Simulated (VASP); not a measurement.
# KI (Fm-3m) in VASP: a series of runs

The runs below take KI through single point, with PBE, r2SCAN.

Everything below comes from runs of VASP 6.6.1. Logs are shortened: lines on timing, memory, paths and dates and some standing lists are left out, and cuts for length are marked.

### 1 The cell of the first run

The structure is cubic, space group Fm-3m (No. 225). Conventional cell: a = 6.667 Å, b = 6.667 Å, c = 6.667 Å, α = 90.00°, β = 90.00°, γ = 90.00°. K (site symmetry m-3m) has 6 I at 3.33 Å within 4.4 Å. I (site symmetry m-3m) has 6 K at 3.33 Å within 4.4 Å.

### 2 Single point, PBE (strain -6.0%)

Input file INCAR:

```
ALGO = Normal
EDIFF = 1E-6
ENCUT = 520
GGA = PE
ISIF = 2
ISMEAR = -1
LASPH = T
LCHARG = T
LELF = T
LREAL = F
LVHAR = T
LWAVE = F
NBANDS = 15
NELM = 60
PREC = Accurate
SIGMA = 0.02
```

Input file KPOINTS:

```
k-points
0
Gamma
  6 6 6
```

Input file POSCAR:

```
KI
1.0
    0.0000000000      3.3334000660      3.3334000660
    3.3334000660      0.0000000000      3.3334000660
    3.3334000660      3.3334000660      0.0000000000
K I
1 1
Direct
    0.0000000000      0.0000000000      0.0000000000
    0.5000000000      0.5000000000      0.5000000000
```

Potentials or basis: VASP PAW PBE potentials, release 64 (K_sv, I).

Command:

```console
> cat potpaw_PBE.64/K_sv/POTCAR potpaw_PBE.64/I/POTCAR > POTCAR
> mpirun -np 1 vasp_std > vasp.out
```

OUTCAR:

```text
EDIFF = 1E-6
   ENCUT = 520
   GGA = PE
   ISIF = 2
   ISMEAR = -1
   LASPH = T
   LREAL = F
   NELM = 60
   PREC = Accurate

 ion  position               nearest neighbor table
   1  0.000  0.000  0.000-   2 3.33   2 3.33   2 3.33   2 3.33   2 3.33   2 3.33
   2  0.500  0.500  0.500-   1 3.33   1 3.33   1 3.33   1 3.33   1 3.33   1 3.33

  LATTYP: Found a face centered cubic cell.
 ALAT       =     6.6668001320

  Lattice vectors:

 A1 = (   0.0000000000,   3.3334000660,   3.3334000660)
 A2 = (   3.3334000660,   0.0000000000,   3.3334000660)
 A3 = (   3.3334000660,   3.3334000660,   0.0000000000)

Analysis of symmetry for initial positions (statically):
=====================================================================
 Subroutine PRICEL returns:
 Original cell was already a primitive cell.

 Routine SETGRP: Setting up the symmetry group for a
 face centered cubic supercell.

 Subroutine GETGRP returns: Found 48 space group operations
 (whereof 48 operations were pure point group operations)
 out of a pool of 48 trial point group operations.

The static configuration has the point symmetry O_h .

Analysis of symmetry for dynamics (positions and initial velocities):
=====================================================================
 Subroutine PRICEL returns:
 Original cell was already a primitive cell.

 Routine SETGRP: Setting up the symmetry group for a
 face centered cubic supercell.

 Subroutine GETGRP returns: Found 48 space group operations
 (whereof 48 operations were pure point group operations)
 out of a pool of 48 trial point group operations.

The dynamic configuration has the point symmetry O_h .

 Subroutine INISYM returns: Found 48 space group operations
 (whereof 48 operations are pure point group operations),
 and found     1 'primitive' translations

----------------------------------------------------------------------------------------

                                     Primitive cell

  volume of cell :      74.0785

  direct lattice vectors                    reciprocal lattice vectors
     0.000000000  3.333400066  3.333400066    -0.149996997  0.149996997  0.149996997
     3.333400066  0.000000000  3.333400066     0.149996997 -0.149996997  0.149996997
     3.333400066  3.333400066  0.000000000     0.149996997  0.149996997 -0.149996997

  length of vectors
     4.714139582  4.714139582  4.714139582     0.259802420  0.259802420  0.259802420

  position of ions in fractional coordinates (direct lattice)
[... 79 lines left out ...]
   TEBEG  =    0.0;   TEEND  =   0.0 temperature during run
   PSTRESS=    0.0 pullay stress
   NELECT =      16.0000    total number of electrons
   NUPDOWN=      -1.0000    fix difference up-down
   EMIN   =  10.00;   EMAX   =-10.00  energy-range for DOS
   EFERMI =   0.00;   METHOD = LEGACY
   ISMEAR =    -1;   SIGMA  =   0.02  broadening in eV -4-tet -1-fermi 0-gaus
   EFERMI_NEDOS =   21; number of points for ismear=-14 and -15
   IALGO  =     38    algorithm
   IMIX   =      4    mixing-type and parameters
     AMIX     =   0.40;   BMIX     =  1.00
     AMIX_MAG =   1.60;   BMIX_MAG =  1.00
  volume/ion in A,a.u.               =      37.04       249.95
  Fermi-wavevector in a.u.,A,eV,Ry     =   0.982239  1.856163 13.126825  0.964794
  Thomas-Fermi vector in A             =   2.113307
   LORBIT       =      0    0 simple, 1 ext, 2 COOP (PROOUT), +10 PAW based schemes
   GGA     = PE    functional components
   LHFCALC =     F    Hartree Fock is set to
   AEXX    =    0.0000 exact exchange contribution
   IVDW    =     0    specifies the selected vdW correction
   LEPSILON=     F    determine dielectric tensor
   LRPA    =     F    only Hartree local field effects (RPA)
 non-spin polarized calculation
  energy-cutoff  :      520.00
  volume of cell :       74.08
 maximum number of plane-waves:      2012
   NGX = 17   NGY = 17   NGZ = 17

 number of electron      15.9999998 magnetization

 Free energy of the ion-electron system (eV)
  ---------------------------------------------------
  ext. energy  EPLUGINS =         0.00000000
  ---------------------------------------------------
  free energy    TOTEN  =        -5.37017855 eV

  energy without entropy =       -5.37017855  energy(sigma->0) =       -5.37017855

 E-fermi :   1.0618     XC(G=0):  -7.8857

 val. band max:        0.6100194469   @ k =   0.0000   0.0000   0.0000
 cond. band min:       5.0293673418   @ k =   0.0000   0.0000   0.0000
 fundamental gap:      4.4193478949
 Fermi energy:         1.0618217243

 k-point     1 :       0.0000    0.0000    0.0000
  band No.  band energies     occupation
      1     -27.6436      2.00000
      2     -11.1577      2.00000
      3     -11.1577      2.00000
      4     -11.1577      2.00000
      5     -10.2079      2.00000
      6       0.6100      2.00000
      7       0.6100      2.00000
      8       0.6100      2.00000
      9       5.0294      0.00000
     10       6.9713      0.00000
     11       6.9713      0.00000
     12       6.9713      0.00000
     13       7.8165      0.00000
     14       7.8165      0.00000
[... 257 lines left out ...]
      2     -11.2770      2.00000
      3     -11.2409      2.00000
      4     -11.2113      2.00000
      5      -9.8491      2.00000
      6      -0.5250      2.00000
      7      -0.1436      2.00000
      8      -0.1320      2.00000
      9       6.1061      0.00000
     10       7.4623      0.00000
     11       8.2834      0.00000
     12       9.4501      0.00000
     13       9.5732      0.00000
     14      10.6375      0.00000
     15      11.3884      0.00000

------------------------ aborting loop because EDIFF is reached ----------------------------------------

  FORCE on cell =-STRESS in cart. coord.  units (eV):
  Direction    XX          YY          ZZ          XY          YZ          ZX
  --------------------------------------------------------------------------------------
  -------------------------------------------------------------------------------------
  Total        1.9060627      1.9060627      1.9060627      0.0000000      0.0000000     -0.0000000
  in kB       41.2245048     41.2245048     41.2245048      0.0000000      0.0000000     -0.0000000
  external PRESSURE =      41.2245048 kB  Pullay stress =       0.0000000 kB

 VOLUME and BASIS-vectors are now :
 -----------------------------------------------------------------------------
  energy-cutoff  :      520.00
  volume of cell :       74.08
      direct lattice vectors                 reciprocal lattice vectors
     0.000000000  3.333400066  3.333400066    -0.149996997  0.149996997  0.149996997
     3.333400066  0.000000000  3.333400066     0.149996997 -0.149996997  0.149996997
     3.333400066  3.333400066  0.000000000     0.149996997  0.149996997 -0.149996997

 POSITION                                       TOTAL-FORCE (eV/Angst)
 -----------------------------------------------------------------------------------
      0.00000      0.00000      0.00000        -0.000000     -0.000000      0.000000
      3.33340      3.33340      3.33340         0.000000      0.000000     -0.000000
 -----------------------------------------------------------------------------------
    total drift:                                0.000000      0.000000      0.000000

  FREE ENERGIE OF THE ION-ELECTRON SYSTEM (eV)
  ---------------------------------------------------
  free  energy   TOTEN  =        -5.3701785538 eV

  energy  without entropy=       -5.3701785538  energy(sigma->0) =       -5.37017855
```

stdout:

```text
POSCAR found type information on POSCAR K I
 POSCAR found :  2 types and       2 ions
 scaLAPACK will be used
 LDA part: xc-table for (Slater+PW92), standard interpolation
 POSCAR, INCAR and KPOINTS ok, starting setup
 FFT: planning ... GRIDC
 FFT: planning ... GRID_SOFT
 FFT: planning ... GRID
 WAVECAR not read
 entering main loop
```

Run time: 15 s. Hardware: 1 thread of Intel Xeon Platinum 8488C (Sapphire Rapids), shared host; peak memory 0.2 GiB.

What came out:

```
Free energy            : -5.3702 eV
Pressure               : 4.1 GPa
Band gap on the k mesh : 4.42 eV, direct
```

Caveat: the cell differs from its parent crystal (strain -6.0%); spin-orbit coupling is left out, which moves the levels of the heavy elements.

### 3 Single point, r2SCAN (strain -6.0%)

POSCAR is that of step 2.

Input file INCAR.step1:

```
PREC     = Accurate       # precision mode
ENCUT    = 520            # plane-wave cutoff, eV
ISMEAR   = 0              # smearing method
SIGMA    = 0.01           # smearing width, eV
LREAL    = F              # projectors in reciprocal space
LASPH    = T              # aspherical terms in the spheres
NELM     = 60             # most SCF steps
NBANDS   = 15             # bands
GGA      = PE             # functional
ALGO     = Normal         # electronic algorithm
EDIFF    = 1E-4           # SCF threshold, eV
LWAVE    = T              # write WAVECAR
LCHARG   = F              # write CHGCAR
```

Input file INCAR.step2:

```
PREC     = Accurate       # precision mode
ENCUT    = 520            # plane-wave cutoff, eV
EDIFF    = 1E-6           # SCF threshold, eV
ISMEAR   = 0              # smearing method
SIGMA    = 0.01           # smearing width, eV
LREAL    = F              # projectors in reciprocal space
LASPH    = T              # aspherical terms in the spheres
NELM     = 60             # most SCF steps
ALGO     = Normal         # electronic algorithm
ISIF     = 2              # what is computed and relaxed
LWAVE    = F              # write WAVECAR
LCHARG   = T              # write CHGCAR
METAGGA  = R2SCAN         # meta-GGA
LMIXTAU  = T            
LELF     = T              # ELF
LVHAR    = T            
NBANDS   = 15             # bands
ISTART   = 1
```

Input file KPOINTS:

```
regular mesh
0
Gamma
  6 6 6
```

Potentials or basis: VASP PAW PBE potentials, release 64 (K_sv, I).

Command:

```console
> cat potpaw_PBE.64/K_sv/POTCAR potpaw_PBE.64/I/POTCAR > POTCAR
> cp INCAR.step1 INCAR
> mpirun -np 1 vasp_std > vasp.out
> cp INCAR.step2 INCAR
> mpirun -np 1 vasp_std > vasp.out
```

Wall time 56 s (1 thread of Intel Xeon Platinum 8488C (Sapphire Rapids), shared host); peak memory 0.21 GiB.

The run converged. Its results:

- Free energy: -33.8378 eV
- Pressure: 3.7 GPa
- Band gap on the k mesh: 5.01 eV, indirect (least direct gap 5.12 eV)

Levels at points of the mesh, in eV from the valence-band top:
```
           k point  band 6  band 7  band 8  band 9  band 10  band 11
(0.00, 0.00, 0.00)    0.00    0.00    0.00    5.12     6.90     6.90
(0.50, 0.00, 0.00)   -1.78   -0.52   -0.52    6.19     8.76     9.11
(0.50, 0.50, 0.00)   -1.31   -0.48   -0.48    5.01     6.92     8.95
```

Caveat: the cell differs from its parent crystal (strain -6.0%); the PAW data sets were made with another functional, which shifts forces and pressure a little; spin-orbit coupling is left out, which moves the levels of the heavy elements. A k mesh can miss the band edges.
